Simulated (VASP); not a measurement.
Write the native input for VASP 6.6.1 that does the following.

```yaml
Task: single point
Functional: revPBE
Dispersion: D3(BJ)
Potentials_or_basis: VASP PAW PBE potentials, release 64 (Al, O)
Cutoff: 520 eV
k_mesh: 6 × 3 × 9
Occupations: fermi-dirac, width 0.05 eV
Spin: no spin polarisation
Dipole_correction: no
Further_INCAR_settings: ALGO = Normal; EDIFF = 1e-06; NBANDS = 35
```

The structure of Al2O3 lies in POSCAR:

```
Al2O3
1.0
    4.4262518305      0.0000000000      0.0000000000
    0.0000000000      9.4817858863      0.0000000000
    0.0000000000      0.0000000000      3.0178103372
Al O
4 6
Direct
    1.1539989751      0.8376632543      0.0000000000
   -0.1539989751      0.1623367457      0.0000000000
    0.6539989751      0.6623367457      0.5000000000
    0.3460010249      0.3376632543      0.5000000000
    0.5000000000      0.5000000000      0.5000000000
    0.3587717273      0.7962771051      0.5000000000
    0.1412282727      0.2962771051      0.0000000000
    0.8587717273      0.7037228949      0.0000000000
    0.0000000000      0.0000000000      0.0000000000
    0.6412282727      0.2037228949      0.5000000000
```

One way to write it, as run:

INCAR

```
SYSTEM = Al2O3
PREC = Accurate
ENCUT = 520
EDIFF = 1E-6
ISMEAR = -1
SIGMA = 0.05
LREAL = .False.
LASPH = .True.
NELM = 60
ALGO = Normal
ISIF = 2
LWAVE = .False.
LCHARG = .True.
GGA = RE
IVDW = 12
LELF = .True.
LVHAR = .True.
NBANDS = 35
```

KPOINTS

```
regular mesh
0
Gamma
  6 3 9
  0 0 0
```

Potentials or basis: VASP PAW PBE potentials, release 64 (Al, O).

Run with:

```console
$ cat potpaw_PBE.64/Al/POTCAR potpaw_PBE.64/O/POTCAR > POTCAR
$ mpirun -np 1 vasp_std > vasp.out
```

It gave:

| Quantity | Value |
| --- | --- |
| Pressure | -0.4 GPa |
| Largest force | 0.013 eV/Å |
| Band gap on the k mesh | 3.63 eV |
| Dispersion energy per atom | -0.305 eV |

Caveat: the PAW data sets were made with another functional, which shifts forces and pressure a little.

Wall time 2 min on 1 thread of Intel(R) Xeon(R) Platinum 8559C (Emerald Rapids), with other jobs on the host, peak memory 0.3 GiB.
